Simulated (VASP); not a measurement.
KCl, 2 atoms in the cell. Symmetry: I4/mmm, No. 139, tetragonal system. Conventional cell: a = 4.642 Å, b = 4.642 Å, c = 6.817 Å, α = 90.00°, β = 90.00°, γ = 90.00°. Within 4.3 Å of K (site symmetry 4/mmm) lie 6 Cl at 3.28 to 3.41 Å. Cl (site symmetry 4/mmm) has 6 K at 3.28 to 3.41 Å within 4.3 Å.  This cell differs from its parent crystal: strain +0.040 along x and y, +0.080 along z.

| Item | Value |
| --- | --- |
| Program | VASP 6.6.1 |
| Task | single point |
| Functional | PBEsol |
| Potentials or basis | VASP PAW PBE potentials, release 64 (K_sv, Cl) |
| Cutoff | 520 eV |
| k mesh | 6 × 6 × 6 |
| Occupations | gaussian, width 0.05 eV |
| Spin | no spin polarisation |
| Dipole correction | no |
| Further INCAR settings | ALGO = Normal; EDIFF = 1e-06; NBANDS = 15 |

Potentials or basis: VASP PAW PBE potentials, release 64 (K_sv, Cl).

Run with:

```console
$ cat potpaw_PBE.64/K_sv/POTCAR potpaw_PBE.64/Cl/POTCAR > POTCAR
$ mpirun -np 1 vasp_std > vasp.out
```

Hardware: 1 thread of Intel(R) Xeon(R) Platinum 8488C (Sapphire Rapids), on a shared host.

Q: How long does it take, and how much memory?

A: Run time: 24 s on 1 thread of Intel(R) Xeon(R) Platinum 8488C (Sapphire Rapids), with other jobs on the host, peak memory 0.2 GiB. Counts: scf iterations 13, k points 30.
